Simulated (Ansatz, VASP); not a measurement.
**SiMo3: VASP beside Ansatz**

```
Si Mo
1.0
     2.30817   -2.31365    0.00000
     2.30817    2.31365    0.00000
     0.00000    0.00000    7.34647
Si Mo
1 3
Cartesian
  0.0000 0.0000 0.0000
  2.3082 0.0000 2.5487
  2.3082 0.0000 4.7978
  2.3082 0.0000 0.0000
```

Alike in both runs: functional PBE; k mesh 7 × 7 × 3; occupations gaussian, width 0.2 eV; no spin polarisation.

Ansatz relaxed the structure, and its values are those at the end. VASP's run is a single point on that final structure, the one shown.

|  | VASP | Ansatz |
| --- | --- | --- |
| version | VASP 6.6.1 | Ansatz 0.2.0 |
| potentials or method | VASP PAW PBE potentials, release 64 (Si, Mo_sv), cutoff 500 eV | scalar-relativistic, plane waves, PAW |
| valence electrons in the cell | 46 | 46 |

Ansatz gave:

| Quantity | Value |
| --- | --- |
| gap on the k mesh at the Fermi level (eV) | none |
| pressure (GPa) | 0.2 |
| rms of the force components (eV/Å) | 0.020 |

Task: Estimate VASP's values.

Result: gap on the k mesh at the Fermi level (eV): none; pressure (GPa): 0.6; rms of the force components (eV/Å): 0.082.

A gap of «none» marks a metal or a gap that the smearing closes. The functional is the same, so the differences come from potentials, cutoffs and numerics.
